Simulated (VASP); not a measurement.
# CsSnI3 (Pm-3m) in VASP: single point with PBEsol

Aim: the single point of CsSnI3 with PBEsol.

Everything below comes from runs of VASP 6.6.1. Logs are shortened: lines on timing, memory, paths and dates and some standing lists are left out, and cuts for length are marked.

## Step 1: The cell of the first run

Symmetry: Pm-3m, No. 221, cubic system. The conventional cell has a = 6.206 Å, b = 6.206 Å, c = 6.206 Å, α = 90.00°, β = 90.00°, γ = 90.00°. Cs (site symmetry m-3m) has 12 I at 4.39 Å and 8 Sn at 5.37 Å within 5.8 Å. I (site symmetry 4/mmm) has 2 Sn at 3.10 Å within 4.1 Å. Within 4.1 Å of Sn (site symmetry m-3m) lie 6 I at 3.10 Å.

## Step 2: Single point, PBEsol, non-collinear spin, zero start, spin-orbit coupling

Input file INCAR:

```
SYSTEM = CsSnI3
  ALGO = Normal
  EDIFF = 1E-6
  ENCUT = 520
  GGA = PS
  GGA_COMPAT = .FALSE.
  ISIF = 2
  ISMEAR = -1
  LASPH = .TRUE.
  LCHARG = .FALSE.
  LORBIT = 11
  LORBMOM = .TRUE.
  LREAL = .FALSE.
  LSORBIT = .TRUE.
  LWAVE = .FALSE.
  MAGMOM = 0 0 0 0 0 0 0 0 0 0 0 0 0 0 0
  NBANDS = 59
  NELM = 150
  PREC = Accurate
  SIGMA = 0.05
```

Input file KPOINTS:

```
k-points
0
G
  4 4 4
  0 0 0
```

Input file POSCAR:

```
CsSnI3
1.0
    6.2057000000      0.0000000000      0.0000000000
    0.0000000000      6.2057000000      0.0000000000
    0.0000000000      0.0000000000      6.2057000000
Cs I Sn
1 3 1
Direct
    0.0000000000      0.0000000000      0.0000000000
    0.5000000000      0.5000000000      0.0000000000
    0.5000000000      0.0000000000      0.5000000000
    0.0000000000      0.5000000000      0.5000000000
    0.5000000000      0.5000000000      0.5000000000
```

Potentials or basis: VASP PAW PBE potentials, release 64 (Cs_sv, I, Sn_d).

The run is started by

```sh
$ cat potpaw_PBE.64/Cs_sv/POTCAR potpaw_PBE.64/I/POTCAR potpaw_PBE.64/Sn_d/POTCAR > POTCAR
$ mpirun -np 1 vasp_ncl > vasp.out
```

OUTCAR:

```text
SYSTEM = CsSnI3
   EDIFF = 1E-6
   ENCUT = 520
   GGA = PS
   ISIF = 2
   ISMEAR = -1
   LASPH = .TRUE.
   LORBIT = 11
   LREAL = .FALSE.
   LSORBIT = .TRUE.
   NELM = 150
   PREC = Accurate

 ion  position               nearest neighbor table
   1  0.000  0.000  0.000-
   2  0.500  0.500  0.000-   5 3.10   5 3.10
   3  0.500  0.000  0.500-   5 3.10   5 3.10
   4  0.000  0.500  0.500-   5 3.10   5 3.10
   5  0.500  0.500  0.500-   2 3.10   3 3.10   4 3.10   2 3.10   3 3.10   4 3.10

  LATTYP: Found a simple cubic cell.
 ALAT       =     6.2057000000

  Lattice vectors:

 A1 = (   6.2057000000,   0.0000000000,   0.0000000000)
 A2 = (   0.0000000000,   6.2057000000,   0.0000000000)
 A3 = (   0.0000000000,   0.0000000000,   6.2057000000)

Analysis of symmetry for initial positions (statically):
=====================================================================
 Subroutine PRICEL returns:
 Original cell was already a primitive cell.

 Routine SETGRP: Setting up the symmetry group for a
 simple cubic supercell.

 Subroutine GETGRP returns: Found 48 space group operations
 (whereof 48 operations were pure point group operations)
 out of a pool of 48 trial point group operations.

The static configuration has the point symmetry O_h .

Analysis of symmetry for dynamics (positions and initial velocities):
=====================================================================
 Subroutine PRICEL returns:
 Original cell was already a primitive cell.

 Routine SETGRP: Setting up the symmetry group for a
 simple cubic supercell.

 Subroutine GETGRP returns: Found 48 space group operations
 (whereof 48 operations were pure point group operations)
 out of a pool of 48 trial point group operations.

The dynamic configuration has the point symmetry O_h .

Analysis of structural, dynamic, and magnetic symmetry:
=====================================================================
 Subroutine PRICEL returns:
 Original cell was already a primitive cell.

 Routine SETGRP: Setting up the symmetry group for a
 simple cubic supercell.

 Subroutine GETGRP returns: Found 48 space group operations
 (whereof 48 operations were pure point group operations)
 out of a pool of 48 trial point group operations.

The overall configuration has the point symmetry O_h .

 Subroutine INISYM returns: Found 48 space group operations
 (whereof 48 operations are pure point group operations),
 and found     1 'primitive' translations

----------------------------------------------------------------------------------------

                                     Primitive cell
[... 762 lines left out ...]
  free  energy   TOTEN  =       -15.6110762850 eV

  energy  without entropy=      -15.6093272132  energy(sigma->0) =      -15.61020175

 orbital moment (x)

 # of ion     p       d       tot
 ----------------------------------------
  1         0.000  -0.000   0.000
  2         0.000  -0.000   0.000
  3         0.000  -0.000   0.000
  4         0.000  -0.000   0.000
  5        -0.000   0.000  -0.000
 ----------------------------------------
            0.000   0.000   0.000

 orbital moment (y)

 # of ion     p       d       tot
 ----------------------------------------
  1         0.000  -0.000   0.000
  2         0.000   0.000   0.000
  3        -0.000   0.000  -0.000
  4         0.000   0.000   0.000
  5        -0.000  -0.000  -0.000
 ----------------------------------------
            0.000  -0.000   0.000

 orbital moment (z)

 # of ion     p       d       tot
 ----------------------------------------
  1         0.000   0.000   0.000
  2         0.000   0.000   0.000
  3         0.000   0.000   0.000
  4         0.000   0.000   0.000
  5         0.000  -0.000  -0.000
 ----------------------------------------
            0.000  -0.000  -0.000

 Spin-Orbit-Coupling matrix elements

 Ion:    1  E_soc:     -0.3256107
 l=   1
     0.0000000    -0.0542405    -0.0542405
    -0.0542405     0.0000000    -0.0542405
    -0.0542405    -0.0542405     0.0000000
 l=   2
     0.0000000    -0.0000047     0.0000000    -0.0000047    -0.0000233
    -0.0000047     0.0000000    -0.0000175    -0.0000047    -0.0000058
     0.0000000    -0.0000175     0.0000000    -0.0000175     0.0000000
    -0.0000047    -0.0000047    -0.0000175     0.0000000    -0.0000058
    -0.0000233    -0.0000058     0.0000000    -0.0000058     0.0000000
 l=   3
     0.0000000     0.0000000     0.0000000     0.0000000     0.0000000     0.0000000     0.0000000
     0.0000000     0.0000000     0.0000000     0.0000000     0.0000000     0.0000000     0.0000000
     0.0000000     0.0000000     0.0000000     0.0000000     0.0000000     0.0000000     0.0000000
     0.0000000     0.0000000     0.0000000     0.0000000     0.0000000     0.0000000     0.0000000
[... 69 lines left out ...]
 l=   2
     0.0000000    -0.0012070     0.0000000    -0.0012070    -0.0050364
    -0.0012070     0.0000000    -0.0037773    -0.0012070    -0.0012591
     0.0000000    -0.0037773     0.0000000    -0.0037773     0.0000000
    -0.0012070    -0.0012070    -0.0037773     0.0000000    -0.0012591
    -0.0050364    -0.0012591     0.0000000    -0.0012591     0.0000000
 l=   3
     0.0000000     0.0000000     0.0000000     0.0000000     0.0000000     0.0000000     0.0000000
     0.0000000     0.0000000     0.0000000     0.0000000     0.0000000     0.0000000     0.0000000
     0.0000000     0.0000000     0.0000000     0.0000000     0.0000000     0.0000000     0.0000000
     0.0000000     0.0000000     0.0000000     0.0000000     0.0000000     0.0000000     0.0000000
     0.0000000     0.0000000     0.0000000     0.0000000     0.0000000     0.0000000     0.0000000
     0.0000000     0.0000000     0.0000000     0.0000000     0.0000000     0.0000000     0.0000000
     0.0000000     0.0000000     0.0000000     0.0000000     0.0000000     0.0000000     0.0000000

 total charge

# of ion       s       p       d       tot
------------------------------------------
    1        1.841   4.696   0.012   6.549
    2        1.508   2.772   0.011   4.291
    3        1.508   2.772   0.011   4.291
    4        1.508   2.772   0.011   4.291
    5        1.399   0.642   9.994  12.036
--------------------------------------------------
tot          7.764  13.654  10.041  31.459

 magnetization (x)

# of ion       s       p       d       tot
------------------------------------------
    1       -0.000  -0.000   0.000  -0.000
    2        0.000  -0.000   0.000  -0.000
    3       -0.000   0.000   0.000   0.000
    4        0.000   0.000  -0.000   0.000
    5       -0.000   0.000   0.000   0.000
--------------------------------------------------
tot         -0.000   0.000   0.000  -0.000

 magnetization (y)

# of ion       s       p       d       tot
------------------------------------------
    1        0.000   0.000   0.000   0.000
    2       -0.000   0.000   0.000   0.000
    3       -0.000   0.000   0.000   0.000
    4       -0.000  -0.000   0.000  -0.000
    5        0.000   0.000  -0.000  -0.000
--------------------------------------------------
tot         -0.000   0.000  -0.000   0.000

 magnetization (z)

# of ion       s       p       d       tot
------------------------------------------
    1       -0.000  -0.000  -0.000  -0.000
    2       -0.000   0.000  -0.000   0.000
    3        0.000  -0.000   0.000  -0.000
    4       -0.000   0.000  -0.000   0.000
    5       -0.000   0.000   0.000  -0.000
--------------------------------------------------
tot         -0.000   0.000   0.000   0.000
```

stdout:

```text
POSCAR found type information on POSCAR CsI Sn
 POSCAR found :  3 types and       5 ions
 scaLAPACK will be used
 -----------------------------------------------------------------------------
|                                                                             |
|                                                                             |
|     You enforced a specific xc type in the INCAR file but a different       |
|     I HOPE YOU KNOW WHAT YOU ARE DOING!                                     |
|                                                                             |
 -----------------------------------------------------------------------------

 LDA part: xc-table for (Slater+PW92), standard interpolation
 POSCAR, INCAR and KPOINTS ok, starting setup
 FFT: planning ... GRIDC
 FFT: planning ... GRID_SOFT
 FFT: planning ... GRID
 WAVECAR not read
 entering main loop
```

Wall time 6.8 min (1 thread of Intel Xeon Platinum 8559C (Emerald Rapids), shared host); peak memory 0.86 GiB.

Results:

| Item | Value |
| --- | --- |
| Free energy | -15.6111 eV |
| Pressure | -0.4 GPa |
| Net moment | 0.00 μB per cell |
| Valence electrons inside the program's atomic spheres | Cs 6.55; I 4.29; Sn 12.04 |

Moments on the atoms (μB; x, y, z):
```
Cs  0.00 0.00 0.00
I   0.00 0.00 0.00
I   0.00 0.00 0.00
I   0.00 0.00 0.00
Sn  0.00 0.00 0.00
```

Caveat: the PAW data sets were made with another functional, which shifts forces and pressure a little.
